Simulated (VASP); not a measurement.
# MnO2 (P4_2/mnm) in VASP: single point with PBE+U

Aim: the single point of MnO2 with PBE+U.

All numbers are computed with VASP 6.6.1; they aren't measurements. Logs are shortened: lines on timing, memory, paths and dates and some standing lists are left out, and cuts for length are marked.

### 1 The cell of the first run

Symmetry: P4_2/mnm, No. 136, tetragonal system. Conventional cell: a = 4.435 Å, b = 4.435 Å, c = 2.930 Å, α = 90.00°, β = 90.00°, γ = 90.00°. Mn (site symmetry mmm) has 6 O at 1.90 to 1.92 Å within 2.5 Å. O (site symmetry m2m) has 3 Mn at 1.90 to 1.92 Å and 1 O at 2.43 Å within 2.5 Å.

### 2 Single point, PBE+U, collinear spin, antiferromagnetic start

POSCAR reads:

```
MnO2
1.0
    4.4349557301      0.0000000161      0.0000000000
    0.0000000161      4.4349557301      0.0000000000
    0.0000000000      0.0000000000      2.9300255440
Mn O
2 4
Direct
    0.0000000000      0.0000000000      0.0000000000
    0.5000000000      0.5000000000      0.5000000000
    0.3059815713      0.3059815713      0.0000000000
    0.1940184293      0.8059815707      0.5000000000
    0.6940184287      0.6940184287      0.0000000000
    0.8059815707      0.1940184293      0.5000000000
```

INCAR.step1 reads:

```
  PREC = Accurate
  ENCUT = 520
  EDIFF = 1E-7
  ISMEAR = 0
  SIGMA = 0.05
  LREAL = F
  LASPH = T
  NELM = 150
  ALGO = Normal
  ISIF = 2
  LWAVE = F
  LCHARG = T
  ISPIN = 2
  MAGMOM = 2.89 -2.89 0 0 0 0
  LMAXMIX = 4
  LDAU = T
  LDAUTYPE = 2
  LDAUL = 2 -1
  LDAUU = 3.9 0
  LDAUJ = 0 0
  LDAUPRINT = 1
  GGA = PE
  NBANDS = 38
```

KPOINTS.step1 reads:

```
regular mesh
0
Gamma
  6 6 8
```

INCAR.step2 reads:

```
  PREC = Accurate
  ENCUT = 520
  EDIFF = 1E-7
  ISMEAR = -5
  SIGMA = 0.05
  LREAL = F
  LASPH = T
  NELM = 150
  ALGO = Normal
  ISIF = 2
  LWAVE = F
  LCHARG = F
  ISPIN = 2
  MAGMOM = 2.89 -2.89 0 0 0 0
  LORBIT = 11
  LMAXMIX = 4
  LDAU = T
  LDAUTYPE = 2
  LDAUL = 2 -1
  LDAUU = 3.9 0
  LDAUJ = 0 0
  LDAUPRINT = 1
  GGA = PE
  NEDOS = 1001
  ICHARG = 11
```

KPOINTS.step2 reads:

```
regular mesh
0
Gamma
  9 9 12
```

Potentials or basis: VASP PAW PBE potentials, release 64 (Mn_pv, O).

Command:

```console
> cat potpaw_PBE.64/Mn_pv/POTCAR potpaw_PBE.64/O/POTCAR > POTCAR
> cp INCAR.step1 INCAR
> cp KPOINTS.step1 KPOINTS
> mpirun -np 1 vasp_std > vasp.out
> cp INCAR.step2 INCAR
> cp KPOINTS.step2 KPOINTS
> mpirun -np 1 vasp_std > vasp.out
```

OUTCAR:

```text
PREC = Accurate
   ENCUT = 520
   EDIFF = 1E-7
   ISMEAR = -5
   LREAL = F
   LASPH = T
   NELM = 150
   ISIF = 2
   ISPIN = 2
   LORBIT = 11
   GGA = PE
   ICHARG = 11

 ion  position               nearest neighbor table
   1  0.000  0.000  0.000-   4 1.90   6 1.90   4 1.90   6 1.90   5 1.92   3 1.92
   2  0.500  0.500  0.500-   3 1.90   5 1.90   3 1.90   5 1.90   4 1.92   6 1.92
   3  0.306  0.306  0.000-   2 1.90   2 1.90   1 1.92
   4  0.194  0.806  0.500-   1 1.90   1 1.90   2 1.92
   5  0.694  0.694  0.000-   2 1.90   2 1.90   1 1.92
   6  0.806  0.194  0.500-   1 1.90   1 1.90   2 1.92

  LATTYP: Found a simple tetragonal cell.
 ALAT       =     4.4349557301
 C/A-ratio  =     0.6606662439

  Lattice vectors:

 A1 = (   4.4349557301,   0.0000000161,   0.0000000000)
 A2 = (   0.0000000161,   4.4349557301,   0.0000000000)
 A3 = (   0.0000000000,   0.0000000000,   2.9300255440)

Analysis of symmetry for initial positions (statically):
=====================================================================
 Subroutine PRICEL returns:
 Original cell was already a primitive cell.

 Routine SETGRP: Setting up the symmetry group for a
 simple tetragonal supercell.

 Subroutine GETGRP returns: Found 16 space group operations
 (whereof  8 operations were pure point group operations)
 out of a pool of 16 trial point group operations.

The static configuration has the point symmetry D_2h.
 The point group associated with its full space group is D_4h.

Analysis of symmetry for dynamics (positions and initial velocities):
=====================================================================
 Subroutine PRICEL returns:
 Original cell was already a primitive cell.

 Routine SETGRP: Setting up the symmetry group for a
 simple tetragonal supercell.

 Subroutine GETGRP returns: Found 16 space group operations
 (whereof  8 operations were pure point group operations)
 out of a pool of 16 trial point group operations.

The dynamic configuration has the point symmetry D_2h.
 The point group associated with its full space group is D_4h.

Analysis of structural, dynamic, and magnetic symmetry:
=====================================================================
 Subroutine PRICEL returns:
 Original cell was already a primitive cell.

 Routine SETGRP: Setting up the symmetry group for a
 simple tetragonal supercell.

 Subroutine GETGRP returns: Found 16 space group operations
 (whereof  8 operations were pure point group operations)
 out of a pool of 16 trial point group operations.

The overall configuration has the point symmetry D_2h.
 The point group associated with its full space group is D_4h.

 Subroutine INISYM returns: Found 16 space group operations
 (whereof  8 operations are pure point group operations),
 and found     1 'primitive' translations

----------------------------------------------------------------------------------------

                                     Primitive cell

  volume of cell :      57.6302

  direct lattice vectors                    reciprocal lattice vectors
     4.434955730  0.000000016  0.000000000     0.225481394 -0.000000001  0.000000000
[... 161 lines left out ...]
  o =  0.1132  v =  0.0000  0.0000  0.0000  0.0000  0.0000  0.0000 -0.7071  0.0000 -0.7071  0.0000      0.0000  0.0000  0.0000  0.0000  0.0000  0.0000  0.0000  0.0000  0.0000  0.0000
  o =  0.1254  v =  0.0000  0.0000  0.0000  0.0000  0.0000 -0.0000  0.0000 -0.0000  0.0000  1.0000      0.0000  0.0000  0.0000  0.0000  0.0000  0.0000  0.0000  0.0000  0.0000  0.0000
  o =  0.3121  v =  0.0000  0.0000  0.0000  0.0000  0.0000 -0.8351 -0.0000  0.5501  0.0000 -0.0000      0.0000  0.0000  0.0000  0.0000  0.0000  0.0000  0.0000  0.0000  0.0000  0.0000
  o =  0.3312  v =  0.0000  0.0000  0.0000  0.0000  0.0000  0.0000 -0.7071  0.0000  0.7071  0.0000      0.0000  0.0000  0.0000  0.0000  0.0000  0.0000  0.0000  0.0000  0.0000  0.0000
  o =  0.4899  v = -0.8442  0.0000  0.5360  0.0000  0.0000  0.0000  0.0000  0.0000  0.0000  0.0000      0.0000  0.0000  0.0000  0.0000  0.0000  0.0000  0.0000  0.0000  0.0000  0.0000
  o =  0.5012  v =  0.0000 -0.7071 -0.0000  0.7071  0.0000  0.0000  0.0000  0.0000  0.0000  0.0000      0.0000  0.0000  0.0000  0.0000  0.0000  0.0000  0.0000  0.0000  0.0000  0.0000
  o =  0.9593  v = -0.5360  0.0000 -0.8442  0.0000 -0.0000  0.0000  0.0000  0.0000  0.0000  0.0000      0.0000  0.0000  0.0000  0.0000  0.0000  0.0000  0.0000  0.0000  0.0000  0.0000
  o =  0.9652  v =  0.0000  0.7071  0.0000  0.7071 -0.0000  0.0000  0.0000  0.0000  0.0000  0.0000      0.0000  0.0000  0.0000  0.0000  0.0000  0.0000  0.0000  0.0000  0.0000  0.0000
  o =  0.9654  v =  0.0000  0.0000 -0.0000  0.0000  1.0000  0.0000  0.0000  0.0000  0.0000  0.0000      0.0000  0.0000  0.0000  0.0000  0.0000  0.0000  0.0000  0.0000  0.0000  0.0000

atom =   2  type =  1  l = 2

 onsite density matrix

spin component  1

  0.2367  0.0000  0.1145  0.0000  0.0000
  0.0000  0.2222  0.0000  0.1090  0.0000
  0.1145  0.0000  0.1382  0.0000 -0.0000
  0.0000  0.1090  0.0000  0.2222  0.0000
  0.0000  0.0000 -0.0000  0.0000  0.1254

spin component  2

  0.6248  0.0000 -0.2124  0.0000 -0.0000
  0.0000  0.7332  0.0000 -0.2320  0.0000
 -0.2124  0.0000  0.8245  0.0000  0.0000
  0.0000 -0.2320  0.0000  0.7332  0.0000
 -0.0000  0.0000  0.0000  0.0000  0.9654

 occupancies and eigenvectors

  o =  0.0628  v = -0.5501  0.0000  0.8351 -0.0000  0.0000  0.0000  0.0000  0.0000  0.0000  0.0000      0.0000  0.0000  0.0000  0.0000  0.0000  0.0000  0.0000  0.0000  0.0000  0.0000
  o =  0.1132  v =  0.0000  0.7071 -0.0000 -0.7071  0.0000  0.0000  0.0000  0.0000  0.0000  0.0000      0.0000  0.0000  0.0000  0.0000  0.0000  0.0000  0.0000  0.0000  0.0000  0.0000
  o =  0.1254  v =  0.0000 -0.0000 -0.0000  0.0000  1.0000  0.0000  0.0000  0.0000  0.0000  0.0000      0.0000  0.0000  0.0000  0.0000  0.0000  0.0000  0.0000  0.0000  0.0000  0.0000
  o =  0.3121  v = -0.8351 -0.0000 -0.5501 -0.0000  0.0000  0.0000  0.0000  0.0000  0.0000  0.0000      0.0000  0.0000  0.0000  0.0000  0.0000  0.0000  0.0000  0.0000  0.0000  0.0000
  o =  0.3312  v =  0.0000 -0.7071  0.0000 -0.7071  0.0000  0.0000  0.0000  0.0000  0.0000  0.0000      0.0000  0.0000  0.0000  0.0000  0.0000  0.0000  0.0000  0.0000  0.0000  0.0000
  o =  0.4899  v =  0.0000  0.0000  0.0000  0.0000  0.0000  0.8442 -0.0000  0.5360  0.0000 -0.0000      0.0000  0.0000  0.0000  0.0000  0.0000  0.0000  0.0000  0.0000  0.0000  0.0000
  o =  0.5012  v =  0.0000  0.0000  0.0000  0.0000  0.0000  0.0000 -0.7071  0.0000 -0.7071  0.0000      0.0000  0.0000  0.0000  0.0000  0.0000  0.0000  0.0000  0.0000  0.0000  0.0000
  o =  0.9593  v =  0.0000  0.0000  0.0000  0.0000  0.0000  0.5360  0.0000 -0.8442  0.0000  0.0000      0.0000  0.0000  0.0000  0.0000  0.0000  0.0000  0.0000  0.0000  0.0000  0.0000
  o =  0.9652  v =  0.0000  0.0000  0.0000  0.0000  0.0000  0.0000  0.7071  0.0000 -0.7071 -0.0000      0.0000  0.0000  0.0000  0.0000  0.0000  0.0000  0.0000  0.0000  0.0000  0.0000
  o =  0.9654  v =  0.0000  0.0000  0.0000  0.0000  0.0000  0.0000 -0.0000 -0.0000  0.0000 -1.0000      0.0000  0.0000  0.0000  0.0000  0.0000  0.0000  0.0000  0.0000  0.0000  0.0000

 number of electron      49.9999958 magnetization      -0.0000000

 Free energy of the ion-electron system (eV)
  ---------------------------------------------------
  ext. energy  EPLUGINS =         0.00000000
  ---------------------------------------------------
  free energy    TOTEN  =       -42.39893204 eV

  energy without entropy =      -42.39893204  energy(sigma->0) =      -42.39893204

 E-fermi :   4.7597     XC(G=0): -11.8110

 val. band max:        4.7042973833   @ k =   0.0000   0.0000   0.0000
 cond. band min:       4.9358458995   @ k =   0.0000   0.0000   0.0000
 fundamental gap:      0.2315485162
 Fermi energy:         4.7597024770

 spin component 1

 k-point     1 :       0.0000    0.0000    0.0000
  band No.  band energies     occupation
      1     -46.2514      1.00000
      2     -46.1980      1.00000
      3     -46.1453      1.00000
      4     -42.9726      1.00000
      5     -42.8814      1.00000
      6     -42.8702      1.00000
[... 1577 lines left out ...]
     29       7.4875      0.00000
     30       7.8349      0.00000

 [... further k-points ...]

------------------------ aborting loop because EDIFF is reached ----------------------------------------

  FORCE on cell =-STRESS in cart. coord.  units (eV):
  Direction    XX          YY          ZZ          XY          YZ          ZX
  --------------------------------------------------------------------------------------
  -------------------------------------------------------------------------------------
  Total        0.5547313      0.5547313      0.4619600      0.0000000      0.0000000      0.0000000
  in kB       15.4220921     15.4220921     12.8429563      0.0000001      0.0000000      0.0000000
  external PRESSURE =      14.5623802 kB  Pullay stress =       0.0000000 kB

 VOLUME and BASIS-vectors are now :
 -----------------------------------------------------------------------------
  energy-cutoff  :      520.00
  volume of cell :       57.63
      direct lattice vectors                 reciprocal lattice vectors
     4.434955730  0.000000016  0.000000000     0.225481394 -0.000000001  0.000000000
     0.000000016  4.434955730  0.000000000    -0.000000001  0.225481394  0.000000000
     0.000000000  0.000000000  2.930025544     0.000000000  0.000000000  0.341293953

 POSITION                                       TOTAL-FORCE (eV/Angst)
 -----------------------------------------------------------------------------------
      0.00000      0.00000      0.00000         0.000000      0.000000      0.000000
      2.21748      2.21748      1.46501        -0.000000      0.000000      0.000000
      1.35701      1.35701      0.00000        -0.021405     -0.021405     -0.000000
      0.86046      3.57449      1.46501         0.021405     -0.021405     -0.000000
      3.07794      3.07794      0.00000         0.021405      0.021405      0.000000
      3.57449      0.86046      1.46501        -0.021405      0.021405      0.000000
 -----------------------------------------------------------------------------------
    total drift:                                0.000000      0.000000      0.000000

  FREE ENERGIE OF THE ION-ELECTRON SYSTEM (eV)
  ---------------------------------------------------
  free  energy   TOTEN  =       -42.3989320386 eV

  energy  without entropy=      -42.3989320386  energy(sigma->0) =      -42.39893204

 total charge

# of ion       s       p       d       tot
------------------------------------------
    1        0.344   6.445   4.795  11.584
    2        0.344   6.445   4.795  11.584
    3        1.567   3.463   0.000   5.029
    4        1.567   3.463   0.000   5.029
    5        1.567   3.463   0.000   5.029
    6        1.567   3.463   0.000   5.029
--------------------------------------------------
tot          6.955  26.740   9.590  43.285

 magnetization (x)

# of ion       s       p       d       tot
------------------------------------------
    1        0.017   0.029   2.934   2.979
    2       -0.017  -0.029  -2.934  -2.979
    3       -0.001  -0.005   0.000  -0.006
    4        0.001   0.005   0.000   0.006
    5       -0.001  -0.005   0.000  -0.006
    6        0.001   0.005   0.000   0.006
--------------------------------------------------
tot          0.000   0.000  -0.000  -0.000
```

It took 12 min on 1 thread of Oxide Virtual Turin-like, shared host; peak memory 0.34 GiB.

Results:

| Property | Result |
| --- | --- |
| Net moment | 0.00 μB per cell |
| Site moments | Mn +2.98, -2.98; O -0.01, +0.01 (each value once) μB |
| Valence electrons inside the program's atomic spheres | Mn 11.58; O 5.03 |

Eigenvalues of the final occupation matrices:
```tsv
site	spin	trace	eigenvalues
site 1 d	1	3.88	0.49 0.50 0.96 0.97 0.97
site 1 d	2	0.94	0.06 0.11 0.13 0.31 0.33
site 2 d	1	0.94	0.06 0.11 0.13 0.31 0.33
site 2 d	2	3.88	0.49 0.50 0.96 0.97 0.97
```

The state reached can hang on the start; a lower one may exist.
